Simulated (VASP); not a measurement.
# Na (Fd-3m) in VASP: further runs, part 2 of 2

VASP 6.6.1. Earlier steps stand in the parts before.

**3. Single point, PBEsol**

Input file INCAR:

```
ALGO     = Normal         # electronic algorithm
EDIFF    = 1E-6           # SCF threshold, eV
ENCUT    = 520            # plane-wave cutoff, eV
GGA      = PS             # functional
ISIF     = 2              # what is computed and relaxed
ISMEAR   = -1             # smearing method
LASPH    = True           # aspherical terms in the spheres
LCHARG   = False          # write CHGCAR
LREAL    = False          # projectors in reciprocal space
LWAVE    = False          # write WAVECAR
NBANDS   = 14             # bands
NELM     = 80             # most SCF steps
PREC     = Accurate       # precision mode
SIGMA    = 0.08           # smearing width, eV
```

Input file KPOINTS:

```
k-points
0
Gamma
  9 9 9
```

Input file POSCAR:

```
Na
1.0
    0.0000000000      3.7405938466      3.7405938466
    3.7405938466      0.0000000000      3.7405938466
    3.7405938466      3.7405938466      0.0000000000
Na
2
Direct
   -0.1250000000     -0.1250000000     -0.1250000000
    0.1250000000      0.1250000000      0.1250000000
```

Potentials or basis: VASP PAW PBE potentials, release 64 (Na_pv).

The run is started by

```
cat potpaw_PBE.64/Na_pv/POTCAR > POTCAR
mpirun -np 1 vasp_std > vasp.out
```

OUTCAR:

```text
EDIFF = 1E-6
   ENCUT = 520
   GGA = PS
   ISIF = 2
   ISMEAR = -1
   LASPH = True
   LREAL = False
   NELM = 80
   PREC = Accurate

 ion  position               nearest neighbor table
   1  0.875  0.875  0.875-
   2  0.125  0.125  0.125-

  LATTYP: Found a face centered cubic cell.
 ALAT       =     7.4811876932

  Lattice vectors:

 A1 = (   0.0000000000,   3.7405938466,   3.7405938466)
 A2 = (   3.7405938466,   0.0000000000,   3.7405938466)
 A3 = (   3.7405938466,   3.7405938466,   0.0000000000)

Analysis of symmetry for initial positions (statically):
=====================================================================
 Subroutine PRICEL returns:
 Original cell was already a primitive cell.

 Routine SETGRP: Setting up the symmetry group for a
 face centered cubic supercell.

 Subroutine GETGRP returns: Found 48 space group operations
 (whereof 12 operations were pure point group operations)
 out of a pool of 48 trial point group operations.

The static configuration has the point symmetry D_3d.
 The point group associated with its full space group is O_h .

Analysis of symmetry for dynamics (positions and initial velocities):
=====================================================================
 Subroutine PRICEL returns:
 Original cell was already a primitive cell.

 Routine SETGRP: Setting up the symmetry group for a
 face centered cubic supercell.

 Subroutine GETGRP returns: Found 48 space group operations
 (whereof 12 operations were pure point group operations)
 out of a pool of 48 trial point group operations.

The dynamic configuration has the point symmetry D_3d.
 The point group associated with its full space group is O_h .

 Subroutine INISYM returns: Found 48 space group operations
 (whereof 12 operations are pure point group operations),
 and found     1 'primitive' translations

----------------------------------------------------------------------------------------
[... 116 lines left out ...]
  Thomas-Fermi vector in A             =   1.951060
   LORBIT       =      0    0 simple, 1 ext, 2 COOP (PROOUT), +10 PAW based schemes
   GGA     = PS    functional components
   LHFCALC =     F    Hartree Fock is set to
   AEXX    =    0.0000 exact exchange contribution
   IVDW    =     0    specifies the selected vdW correction
   LEPSILON=     F    determine dielectric tensor
   LRPA    =     F    only Hartree local field effects (RPA)
 non-spin polarized calculation
  energy-cutoff  :      520.00
  volume of cell :      104.68
 maximum number of plane-waves:      2838
   NGX = 19   NGY = 19   NGZ = 19

 number of electron      14.0000008 magnetization

 Free energy of the ion-electron system (eV)
  ---------------------------------------------------
  ext. energy  EPLUGINS =         0.00000000
  ---------------------------------------------------
  free energy    TOTEN  =        -2.10284462 eV

  energy without entropy =       -2.08109579  energy(sigma->0) =       -2.09197020

 E-fermi :  -0.5462     XC(G=0):  -5.6036

 val. band max:       -0.5751367415   @ k =  -0.3333   0.4444   0.2222
 cond. band min:      -0.5154728661   @ k =  -0.4444   0.2222   0.0000
 fundamental gap:      0.0596638754
 Fermi energy:        -0.5461968435

 k-point     1 :       0.0000    0.0000    0.0000
  band No.  band energies     occupation
      1     -25.8679      2.00000
      2     -25.8679      2.00000
      3     -25.8679      2.00000
      4     -25.8295      2.00000
      5     -25.8295      2.00000
      6     -25.8295      2.00000
      7      -3.1647      2.00000
      8       4.1497      0.00000
      9       4.1498      0.00000
     10       4.1498      0.00000
     11       4.4611      0.00000
     12       4.4612      0.00000
     13       4.4612      0.00000
     14       6.2106      0.00000
[... 377 lines left out ...]
      1     -25.8758      2.00000
      2     -25.8758      2.00000
      3     -25.8525      2.00000
      4     -25.8459      2.00000
      5     -25.8219      2.00000
      6     -25.8219      2.00000
      7      -1.0459      1.99613
      8       0.1097      0.00055
      9       1.9229      0.00000
     10       1.9229      0.00000
     11       2.5535      0.00000
     12       2.5691      0.00000
     13       8.7043      0.00000
     14       8.8386      0.00000

 [... further k-points ...]
[... 5 lines left out ...]
  --------------------------------------------------------------------------------------
  -------------------------------------------------------------------------------------
  Total        0.0075869      0.0075869      0.0075869      0.0000000      0.0000000     -0.0000000
  in kB        0.1161247      0.1161247      0.1161247      0.0000000      0.0000000     -0.0000000
  external PRESSURE =       0.1161247 kB  Pullay stress =       0.0000000 kB

 VOLUME and BASIS-vectors are now :
 -----------------------------------------------------------------------------
  energy-cutoff  :      520.00
  volume of cell :      104.68
      direct lattice vectors                 reciprocal lattice vectors
     0.000000000  3.740593847  3.740593847    -0.133668615  0.133668615  0.133668615
     3.740593847  0.000000000  3.740593847     0.133668615 -0.133668615  0.133668615
     3.740593847  3.740593847  0.000000000     0.133668615  0.133668615 -0.133668615

 POSITION                                       TOTAL-FORCE (eV/Angst)
 -----------------------------------------------------------------------------------
      6.54604      6.54604      6.54604        -0.000000     -0.000000     -0.000000
      0.93515      0.93515      0.93515         0.000000      0.000000      0.000000
 -----------------------------------------------------------------------------------
    total drift:                                0.000000      0.000000     -0.000000

  FREE ENERGIE OF THE ION-ELECTRON SYSTEM (eV)
  ---------------------------------------------------
  free  energy   TOTEN  =        -2.1028446155 eV

  energy  without entropy=       -2.0810957912  energy(sigma->0) =       -2.09197020
```

OSZICAR:

```text
N       E                     dE             d eps       ncg     rms          rms(c)
DAV:   1     0.948492644662E+02    0.94849E+02   -0.73399E+03   980   0.870E+02
DAV:   2     0.184753482169E+01   -0.93002E+02   -0.92278E+02  1022   0.256E+02
DAV:   3    -0.204914439989E+01   -0.38967E+01   -0.38934E+01  1292   0.619E+01
DAV:   4    -0.210781367389E+01   -0.58669E-01   -0.58668E-01  1088   0.815E+00
DAV:   5    -0.210918750505E+01   -0.13738E-02   -0.13738E-02  1310   0.130E+00    0.268E-01
DAV:   6    -0.210490802688E+01    0.42795E-02   -0.44822E-03  1316   0.978E-01    0.147E-01
DAV:   7    -0.210299764160E+01    0.19104E-02   -0.43038E-03  1516   0.803E-01    0.523E-02
DAV:   8    -0.210284197858E+01    0.15566E-03   -0.50618E-04  1268   0.360E-01    0.505E-03
DAV:   9    -0.210284408153E+01   -0.21030E-05   -0.96665E-06  1172   0.370E-02    0.253E-03
DAV:  10    -0.210284461548E+01   -0.53396E-06   -0.10465E-06   870   0.156E-02
   1 F= -.21028446E+01 E0= -.20919702E+01  d E =-.217488E-01
```

stdout:

```text
POSCAR found type information on POSCAR Na
 POSCAR found :  1 types and       2 ions
 scaLAPACK will be used
 -----------------------------------------------------------------------------
|                                                                             |
|                                                                             |
|     You enforced a specific xc type in the INCAR file but a different       |
|     I HOPE YOU KNOW WHAT YOU ARE DOING!                                     |
|                                                                             |
 -----------------------------------------------------------------------------

 LDA part: xc-table for (Slater+PW92), standard interpolation
 POSCAR, INCAR and KPOINTS ok, starting setup
 FFT: planning ... GRIDC
 FFT: planning ... GRID_SOFT
 FFT: planning ... GRID
 WAVECAR not read
 entering main loop
```

Wall time 26 s (1 thread of Intel Xeon Platinum 8375C at 2.90GHz (Ice Lake), shared host); peak memory 0.24 GiB.

What came out:

```yaml
Free_energy: -2.1028 eV
Pressure: 0.0 GPa
Band_gap_on_the_k_mesh: zero (band 7 reaches -0.31 eV, above the bottom of band 8 at -0.76 eV)
```

Caveat: the PAW data sets were made with another functional, which shifts forces and pressure a little.
